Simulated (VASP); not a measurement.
Write the native input for VASP 6.6.1 that does the following.

```
Task                   : single point
Functional             : LDA
Potentials or basis    : VASP PAW LDA potentials, release 64 (Si, O)
Cutoff                 : 520 eV
k mesh                 : 6 × 6 × 10
Occupations            : gaussian, width 0.05 eV
Spin                   : no spin polarisation
Dipole correction      : no
Further INCAR settings : ALGO = Normal; EDIFF = 1e-06; NBANDS = 25
```

The structure of SiO2 lies in POSCAR:

```
SiO2
1.0
    4.1605044200      0.0000000000      0.0000000000
    0.0000000000      4.1605044200      0.0000000000
    0.0000000000      0.0000000000      2.5695275298
Si O
2 4
Direct
    0.5000000000      0.5000000000      0.5000000000
    0.0000000000      0.0000000000      0.0000000000
    0.6944252994      0.6944252994      0.0000000000
    0.1944252994      0.8055747006      0.5000000000
    0.3055747006      0.3055747006      0.0000000000
    0.8055747006      0.1944252994      0.5000000000
```

This cell differs from its parent crystal: volume 7.413 Å^3 an atom, c/a of the conventional cell 0.6176.

The input as run:

INCAR

```
SYSTEM = SiO2
ALGO     = Normal         ! electronic algorithm
EDIFF    = 1E-6           ! SCF threshold, eV
ENCUT    = 520            ! plane-wave cutoff, eV
GGA      = CA             ! functional
ISIF     = 2              ! what is computed and relaxed
ISMEAR   = 0              ! smearing method
LASPH    = .True.         ! aspherical terms in the spheres
LCHARG   = .False.        ! write CHGCAR
LREAL    = .False.        ! projectors in reciprocal space
LWAVE    = .False.        ! write WAVECAR
NBANDS   = 25             ! bands
NELM     = 80             ! most SCF steps
PREC     = Accurate       ! precision mode
SIGMA    = 0.05           ! smearing width, eV
```

KPOINTS

```
k-points
0
Gamma
  6 6 10
  0 0 0
```

Potentials or basis: VASP PAW LDA potentials, release 64 (Si, O).

Command:

```bash
$ cat potpaw_LDA.64/Si/POTCAR potpaw_LDA.64/O/POTCAR > POTCAR
$ mpirun -np 1 vasp_std > vasp.out
```

Results of the run:

- Pressure: 15.0 GPa
- Largest force: 0.116 eV/Å
- Band gap on the k mesh: 6.53 eV, direct

It took 60 s on 1 thread of AMD EPYC 7R13, with other jobs on the host, peak memory 0.14 GiB.
